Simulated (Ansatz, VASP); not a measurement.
InAs: VASP beside Ansatz

```
In As
1.0
     0.00000    2.87730    2.87730
     2.87730    0.00000    2.87730
     2.87730    2.87730    0.00000
In As
1 1
Direct
  0.50000 0.50000 0.50000
  0.00000 0.00000 0.00000
```

Alike in both runs: task single point; functional LDA; k mesh 6 × 6 × 6; occupations gaussian, width 0.1 eV; no spin polarisation.

|  | VASP | Ansatz |
| --- | --- | --- |
| version | VASP 6.6.1 | Ansatz 0.2.0 |
| potentials or method | VASP PAW LDA potentials, release 64 (In_d, As), cutoff 500 eV | scalar-relativistic, plane waves, PAW |
| valence electrons in the cell | 18 | 28 |

|  | VASP | Ansatz | Ansatz less VASP |
| --- | --- | --- | --- |
| gap on the k mesh at the Fermi level (eV) | none | none | - |
| pressure (GPa) | -5.0 | -5.1 | -0.10 |

LDA's correlation is that of Perdew and Zunger in VASP and of Perdew and Wang (1992) in Ansatz. A gap of «none» marks a metal or a gap that the smearing closes. VASP's potentials hold 18 valence electrons a cell and Ansatz's 28, so a difference there can come from the potentials and not from the codes.
